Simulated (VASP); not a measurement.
Br, 4 atoms in the cell. The structure is orthorhombic, space group Cmce (No. 64). The conventional cell has a = 6.726 Å, b = 4.645 Å, c = 8.702 Å, α = 90.00°, β = 90.00°, γ = 90.00°. Within 3.0 Å of Br (site symmetry m) lie 1 Br at 2.29 Å. 

| Property | Result |
| --- | --- |
| Program | VASP 6.6.1 |
| Task | relaxation of cell and atoms |
| Functional | PBE |
| Dispersion | D4 |
| Potentials or basis | VASP PAW PBE potentials, release 64 (Br) |
| Cutoff | 600 eV |
| k mesh | 7 × 7 × 3 |
| Occupations | fermi-dirac, width 0.05 eV |
| Spin | no spin polarisation |
| Dipole correction | no |
| Further INCAR settings | ALGO = Normal; EDIFF = 1e-07; IBRION = 2; EDIFFG = -0.01; NSW = 60; ISIF = 3 |

Potentials or basis: VASP PAW PBE potentials, release 64 (Br).

Run with:

```bash
$ cat potpaw_PBE.64/Br/POTCAR > POTCAR
$ mpirun -np 1 vasp_std > vasp.out
```

Hardware: 1 thread of AMD EPYC 7R43 64-Core Processor (Zen 3) (shared host).

Task: Estimate the wall time of this run.

Result: It took 39 min on 1 thread of AMD EPYC 7R43 64-Core Processor (Zen 3), on a shared host, peak memory 0.31 GiB. Counts: scf iterations 184, k points 32, ion steps 22.
